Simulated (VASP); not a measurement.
Here is a VASP 6.6.1 calculation.

The input INCAR:

```
SYSTEM = Lu
ALGO = Normal
EDIFF = 1E-6
ENCUT = 600
GGA = PS
GGA_COMPAT = .False.
ISIF = 2
ISMEAR = 1
LASPH = .True.
LCHARG = .False.
LREAL = .False.
LWAVE = .False.
NBANDS = 18
NELM = 120
PREC = Accurate
SIGMA = 0.1
```

File KPOINTS:

```
k-points
0
Gamma
  8 8 8
  0 0 0
```

POSCAR

```
Lu
1.0
    0.0000000000      2.3770193606      2.3770193606
    2.3770193606      0.0000000000      2.3770193606
    2.3770193606      2.3770193606      0.0000000000
Lu
1
Direct
    0.0000000000      0.0000000000      0.0000000000
```

Potentials or basis: VASP PAW PBE potentials, release 64 (Lu).

The run is started by

```console
$ cat potpaw_PBE.64/Lu/POTCAR > POTCAR
$ mpirun -np 1 vasp_std > vasp.out
```

Problem. What does it give for the pressure?

Solution. 0.3 GPa.

Problem. Predict the band gap on the k mesh.

Solution. Zero (an odd number of electrons rules out a gap without spin polarisation).

Caveat: the PAW data sets were made with another functional, which shifts forces and pressure a little; spin-orbit coupling is left out, which moves the levels of the heavy elements.
